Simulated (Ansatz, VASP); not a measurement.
## One calculation of SnGe2, two programs

```
Ge Sn
1.0
     4.25480    0.00000    0.00000
    -2.12740    3.68477    0.00000
     0.00000    0.00000   10.43048
Ge Sn
4 2
Direct
  0.00000 0.00000 0.88205
  0.66667 0.33333 0.53508
  0.33333 0.66667 0.46492
  0.00000 0.00000 0.11795
  0.33333 0.66667 0.20869
  0.66667 0.33333 0.79131
```

Alike in both runs: task single point; functional PBE; k mesh 6 × 6 × 2; occupations fermi-dirac, width 0.02 eV; no spin polarisation.

```csv
,VASP,Ansatz
version,VASP 6.6.1,Ansatz 0.2.0
potentials or method,"VASP PAW PBE potentials, release 64 (Ge_d, Sn_d)","plane waves, PAW"
plane-wave cutoff (eV),520,420
valence electrons in the cell,84,84
```

```tsv
	VASP	Ansatz	Ansatz less VASP
pressure (GPa)	1.5	1.6	+0.05
rms of the force components (eV/Å)	0.010	0.010	+0.0003
```
